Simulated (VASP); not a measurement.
## Ca: single point with r2SCAN

Ca:

```
CELL_PARAMETERS angstrom
-1.77027 1.77027 1.76753
1.77027 -1.77027 1.76753
1.77027 1.77027 -1.76753
ATOMIC_POSITIONS crystal
Ca 0.50000 0.50000 0.00000
```

This isn't the form of Ca at room conditions, which is fcc.

* Program: VASP 6.6.1
* Task: single point
* Functional: r2SCAN
* Potentials or basis: VASP PAW PBE potentials, release 64 (Ca_sv)
* Cutoff: 520 eV
* k mesh: 9 × 9 × 9
* Occupations: fermi-dirac, width 0.05 eV
* Spin: no spin polarisation

- Pressure: 30.2 GPa
- Band gap on the k mesh: zero (bands 5 and 6 overlap by 1.78 eV)

Levels at points of the mesh, in eV from the Fermi level:
```csv
k point,band 2,band 3,band 4,band 5,band 6,band 7,band 8,band 9
"(0.00, 0.00, 0.00)",-22.07,-22.07,-22.07,-4.88,3.64,3.66,3.66,5.53
```

Wall time 22 s on 1 thread of Intel(R) Xeon(R) 6975P-C (Granite Rapids), with other jobs on the host, peak memory 0.15 GiB.

Caveat: the cell stands under pressure; the PAW data sets were made with another functional, which shifts forces and pressure a little.
